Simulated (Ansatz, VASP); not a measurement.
One calculation of InAsS4, two programs

```xyz
6
Lattice="3.7421 0.0000 0.0000 0.0000 3.7421 0.0000 0.0000 0.0000 10.1450" Properties=species:S:1:pos:R:3 pbc="T T T"
In    0.0000    0.0000    0.0000
As    1.8711    1.8711    5.0725
S     0.0000    0.0000    6.1126
S     1.8711    1.8711    1.0988
S     1.8711    1.8711    9.0462
S     0.0000    0.0000    4.0324
```

Change from the starting cell: species swapped into the CeDyC4 type (P4/mmm, No. 123).

Alike in both runs: functional PBE; k mesh 6 × 6 × 2; occupations gaussian, width 0.1 eV; no spin polarisation.

Ansatz relaxed the structure, and its values are those at the end. VASP's run is a single point on that final structure, the one shown.

|  | VASP | Ansatz |
| --- | --- | --- |
| version | VASP 6.6.1 | Ansatz 0.2.0 |
| potentials or method | VASP PAW PBE potentials, release 64 (In_d, As_d, S), cutoff 510 eV | scalar-relativistic, plane waves, PAW |
| valence electrons in the cell | 52 | 52 |

|  | VASP | Ansatz | Ansatz less VASP |
| --- | --- | --- | --- |
| gap on the k mesh at the Fermi level (eV) | none | none | - |
| pressure (GPa) | -0.2 | 0.0 | +0.20 |
| rms of the force components (eV/Å) | 0.054 | 0.007 | -0.0472 |

A gap of «none» marks a metal or a gap that the smearing closes.
